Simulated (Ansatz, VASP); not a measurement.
Two plane-wave programs on ZrN2

```
Zr N
1.0
     3.67658    0.00000    0.00000
     0.00000    3.67658    0.00000
     0.00000    0.00000    5.33717
Zr N
2 4
Direct
  0.00000 0.00000 0.00000
  0.50000 0.50000 0.50000
  0.00000 0.50000 0.30321
  0.00000 0.50000 0.80321
  0.50000 0.00000 0.69679
  0.50000 0.00000 0.19679
```

Alike in both runs: task single point; functional r2SCAN; k mesh 6 × 6 × 4; occupations gaussian, width 0.1 eV; no spin polarisation.

|  | VASP | Ansatz |
| --- | --- | --- |
| version | VASP 6.6.1 | Ansatz 0.2.0 |
| potentials or method | VASP PAW PBE potentials, release 64 (Zr_sv, N), cutoff 520 eV | scalar-relativistic, plane waves, PAW |
| valence electrons in the cell | 44 | 44 |

|  | VASP | Ansatz | Ansatz less VASP |
| --- | --- | --- | --- |
| gap on the k mesh at the Fermi level (eV) | none | none | - |
| pressure (GPa) | 3.6 | 3.4 | -0.22 |
| traceless stress, the component that is largest in VASP (GPa) | -4.68 | -4.61 | +0.070 |
| rms of the force components (eV/Å) | 0.232 | 0.224 | -0.0079 |

VASP's potentials were made for PBE, not for r2SCAN. Atom by atom the forces differ by 0.008 eV/Å (rms over components). A gap of «none» marks a metal or a gap that the smearing closes.
